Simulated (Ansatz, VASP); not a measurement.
Ga3BSb2 in VASP and in Ansatz

```
CELL_PARAMETERS angstrom
3.75216 0.00000 0.00000
-1.87608 3.24946 0.00000
0.00000 0.00000 10.77651
ATOMIC_POSITIONS crystal
Ga 0.66667 0.33333 0.08068
Ga 0.66667 0.33333 0.43439
Ga 0.00000 0.00000 0.58795
B 0.00000 0.00000 0.78156
Sb 0.33333 0.66667 0.85019
Sb 0.33333 0.66667 0.26523
```

Alike in both runs: functional PBE; k mesh 12 × 12 × 4; occupations gaussian, width 0.1 eV; no spin polarisation.

Ansatz relaxed the structure, and its values are those at the end. VASP's run is a single point on that final structure, the one shown.

```csv
,VASP,Ansatz
version,VASP 6.6.1,Ansatz 0.2.0
potentials or method,"VASP PAW PBE potentials, release 64 (Ga_d, B, Sb), cutoff 520 eV","scalar-relativistic, plane waves, PAW"
valence electrons in the cell,52,72
```

```tsv
	VASP	Ansatz	Ansatz less VASP
gap on the k mesh at the Fermi level (eV)	none	none	-
pressure (GPa)	0.1	0.0	-0.12
rms of the force components (eV/Å)	0.012	0.000	-0.0118
```

A gap of «none» marks a metal or a gap that the smearing closes. With one functional, cell and mesh, what is left measures potentials, basis and numerics. VASP's potentials hold 52 valence electrons a cell and Ansatz's 72, so a difference there can come from the potentials and not from the codes.

Neither program's run includes spin-orbit coupling.
